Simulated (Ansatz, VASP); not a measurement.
## CoO in VASP and in Ansatz

Contents of INCAR:

```
ALGO = Normal
EDIFF = 1E-8
ENCUT = 520
GGA = CA
ISIF = 2
ISMEAR = -1
ISPIN = 2
LASPH = True
LCHARG = False
LEFG = True
LMAXMIX = 4
LORBIT = 11
LREAL = False
LWAVE = False
MAGMOM = 2 0
NBANDS = 18
NELM = 150
PREC = Accurate
SIGMA = 0.03
```

The input KPOINTS:

```
k-points
0
Gamma
  13 13 15
```

POSCAR

```
CoO
1.0
   -1.5622289045      1.4990114059      2.1072499549
    1.4990114059     -1.5622289045      2.1072499549
    1.5169888999      1.5169888999     -2.1524899595
Co O
1 1
Direct
    0.0000000000      0.0000000000      0.0000000000
    0.5000000000      0.5000000000      0.0000000000
```

Input for Ansatz:

```yaml
crystal:
  lattice:
    - [-1.5622289045, 1.4990114059, 2.1072499549]
    - [1.4990114059, -1.5622289045, 2.1072499549]
    - [1.5169888999, 1.5169888999, -2.1524899595]
  atoms:
    - { symbol: Co, position: [0.0, 0.0, 0.0], spin: 2.0 }
    - { symbol: O, position: [0.5, 0.5, 0.0] }
magnetization:
  spin_polarized: true
kpoints:
  mp_grid: { grid: [13, 13, 15] }
scf:
  occupations: { method: fermi_dirac, width: 0.03 }
hamiltonian:
  xc: lda
  pseudopotentials: { kind: all_electron, datasets: crystal }
output:
  forces: true
  stress: true
  eigenvalues: true
  efg: { contact_densities: true }
```

Change from the starting cell: equal xy, yz and zx shear strains of -3 %, crystal datasets.

Alike in both runs: task electric field gradients; functional LDA; k mesh 13 × 13 × 15; occupations fermi-dirac, width 0.03 eV; collinear spin.

|  | VASP | Ansatz |
| --- | --- | --- |
| version | VASP 6.6.1 | Ansatz 0.2.0 |
| potentials or method | VASP PAW LDA potentials, release 64 (Co, O), cutoff 520 eV | all-electron PAW with datasets made for the crystal, scalar-relativistic |

|  | VASP | Ansatz | Ansatz less VASP |
| --- | --- | --- | --- |
| pressure (GPa) | -19.8 | -18.1 | +1.76 |
| traceless stress, the component that is largest in VASP (GPa) | -0.71 | -0.54 | +0.172 |
| net moment per atom (μB) | 1.34 | 1.42 | +0.083 |
| size of the moment on the site where the two differ most (μB) | 0.28 | 0.33 | +0.056 |
| size of Vzz on the site where it differs most (V/Å²) | 8.7 | 9.5 | +0.88 |

LDA's correlation is that of Perdew and Zunger in VASP and of Perdew and Wang (1992) in Ansatz. Site moments also hang on the region over which each program counts them. Ansatz ran all-electron here, and VASP with PAW potentials.
